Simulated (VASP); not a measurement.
Here is a VASP 6.6.1 calculation.

The input POSCAR:

```
MgS
1.0
    0.0000000000      2.8518829780      2.8518829780
    2.8518829780      0.0000000000      2.8518829780
    2.8518829780      2.8518829780      0.0000000000
S Mg
1 1
Direct
    0.2500000000      0.2500000000      0.2500000000
    0.0000000000      0.0000000000      0.0000000000
```

The input INCAR.step1:

```
  PREC = Accurate
  ENCUT = 520
  EDIFF = 1E-5
  ISMEAR = -1
  SIGMA = 0.05
  LREAL = False
  LASPH = True
  NELM = 60
  ALGO = Normal
  ISIF = 2
  LWAVE = True
  LCHARG = False
  GGA = PE
  NBANDS = 11
```

File INCAR.step2:

```
  PREC = Accurate
  ENCUT = 520
  EDIFF = 1E-6
  ISMEAR = -1
  SIGMA = 0.05
  LREAL = False
  LASPH = True
  NELM = 60
  ALGO = Normal
  ISIF = 2
  LWAVE = False
  LCHARG = False
  GGA = PE
  LHFCALC = True
  AEXX = 0.25
  PRECFOCK = Normal
  ISTART = 1
  NBANDS = 11
```

Contents of KPOINTS:

```
regular mesh
0
Gamma
  6 6 6
```

Potentials or basis: VASP PAW PBE potentials, release 64 (S, Mg).

Run with:

```console
$ cat potpaw_PBE.64/S/POTCAR potpaw_PBE.64/Mg/POTCAR > POTCAR
$ cp INCAR.step1 INCAR
$ mpirun -np 1 vasp_std > vasp.out
$ cp INCAR.step2 INCAR
$ mpirun -np 1 vasp_std > vasp.out
```

What does it give for the band gap on the k mesh?

5.09 eV, direct.

What does it give for the pressure?

-1.5 GPa.

Caveat: the PAW data sets were made with another functional, which shifts forces and pressure a little. A k mesh can miss the band edges.
